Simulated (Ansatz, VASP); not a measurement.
One calculation of Si2N, two programs

```xyz
6
Lattice="2.7337 -0.0188 0.1629 -0.0186 2.7336 0.1631 0.6380 0.6377 10.5737" Properties=species:S:1:pos:R:3 pbc="T T T"
Si    1.2766   -0.0965    1.3367
Si    1.6127    0.2466    6.6217
Si    0.3928    1.7799    4.1132
Si    0.6957    2.0738    9.4016
N    -0.0207    2.7137    0.1652
N     0.3158    3.0586    5.4480
```

Change from the starting cell: cell x2, atoms moved at random (sigma 0.15 Å) and cell strained at random (1.5 %), then relaxed without symmetry.

Alike in both runs: functional PBE; k mesh 8 × 8 × 2; occupations gaussian, width 0.2 eV; no spin polarisation.

Ansatz relaxed the structure, and its values are those at the end. VASP's run is a single point on that final structure, the one shown.

|  | VASP | Ansatz |
| --- | --- | --- |
| version | VASP 6.6.1 | Ansatz 0.2.0 |
| potentials or method | VASP PAW PBE potentials, release 64 (Si, N), cutoff 520 eV | scalar-relativistic, plane waves, PAW |
| valence electrons in the cell | 26 | 26 |

|  | VASP | Ansatz | Ansatz less VASP |
| --- | --- | --- | --- |
| gap on the k mesh at the Fermi level (eV) | none | none | - |
| pressure (GPa) | -0.1 | 0.0 | +0.07 |
| rms of the force components (eV/Å) | 0.013 | 0.005 | -0.0076 |

A gap of «none» marks a metal or a gap that the smearing closes.
